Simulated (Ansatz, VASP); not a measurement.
## Cr in VASP and in Ansatz

```
Cr
1.0
     4.13801    0.00000    0.00000
    -2.06900    3.58362    0.00000
     0.00000    0.00000    2.23704
Cr
3
Direct
  0.00000 0.00000 0.00000
  0.33333 0.66667 0.50000
  0.66667 0.33333 0.50000
```

Alike in both runs: task single point; functional revPBE; k mesh 10 × 10 × 15; occupations fermi-dirac, width 0.05 eV; collinear spin.

|  | VASP | Ansatz |
| --- | --- | --- |
| version | VASP 6.6.1 | Ansatz 0.2.0 |
| potentials or method | VASP PAW PBE potentials, release 64 (Cr_pv), cutoff 520 eV | plane waves (420 eV) with PAW, scalar-relativistic |
| valence electrons in the cell | 36 | 42 |

|  | VASP | Ansatz | Ansatz less VASP |
| --- | --- | --- | --- |
| pressure (GPa) | 22.4 | 22.6 | +0.28 |
| traceless stress, the component that is largest in VASP (GPa) | 1.96 | 1.88 | -0.080 |
| net moment per atom (μB) | 0.01 | 0.00 | -0.011 |

VASP's potentials were made for PBE, not for revPBE. VASP's potentials hold 36 valence electrons a cell and Ansatz's 42, so a difference there can come from the potentials and not from the codes. Ansatz's warnings: seeded moment not kept.
